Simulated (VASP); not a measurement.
Write the native input for VASP 6.6.1 that does the following.

```
Task                   : single point
Functional             : PBE
Potentials or basis    : VASP PAW PBE potentials, release 64 (Ti_sv, C)
Cutoff                 : 520 eV
k mesh                 : 6 × 6 × 4
Occupations            : gaussian, width 0.1 eV
Spin                   : collinear spin
Starting moments       : [1.0, 1.0, 1.0, 1.0, 0.0] μB
Dipole correction      : no
Further INCAR settings : ALGO = Normal; EDIFF = 1e-06; NBANDS = 38
```

The structure of Ti4C lies in POSCAR:

```
Ti4C
1.0
    4.9541689658      0.0000000000      0.0000000000
   -2.4770844829      4.2904361790      0.0000000000
    0.0000000000      0.0000000000      3.9086376132
Ti C
4 1
Direct
    0.5000000000      0.0000000000      0.5000000000
    0.0000000000      0.5000000000      0.5000000000
    0.5000000000      0.5000000000      0.5000000000
    0.0000000000      0.0000000000      0.0000000000
    0.0000000000      0.0000000000      0.5000000000
```

The cell was built from a structure type or drawn by symmetry, and may not be a known phase.

One way to write it, as run:

INCAR

```
ALGO = Normal
EDIFF = 1E-6
ENCUT = 520
GGA = PE
ISIF = 2
ISMEAR = 0
ISPIN = 2
LASPH = T
LCHARG = F
LMAXMIX = 4
LORBIT = 11
LREAL = F
LWAVE = F
MAGMOM = 1 1 1 1 0
NBANDS = 38
NELM = 150
PREC = Accurate
SIGMA = 0.1
```

KPOINTS

```
k-points
0
Gamma
  6 6 4
```

Potentials or basis: VASP PAW PBE potentials, release 64 (Ti_sv, C).

Launch:

```console
$ cat potpaw_PBE.64/Ti_sv/POTCAR potpaw_PBE.64/C/POTCAR > POTCAR
$ mpirun -np 1 vasp_std > vasp.out
```

Results of the run:

* Pressure: -0.2 GPa
* Band gap on the k mesh: zero (filled and empty bands overlap)
* Net moment: 0.01 μB per cell
* Valence electrons inside the program's atomic spheres: Ti 10.44, 10.36 (each value once); C 2.37

Caveat: the k points lie up to 0.40 Å⁻¹ apart, too coarse for converged energies and pressures of a metal.

It took 110 s on 1 thread of Intel(R) Xeon(R) 6975P-C (Granite Rapids) (shared host), peak memory 0.3 GiB.
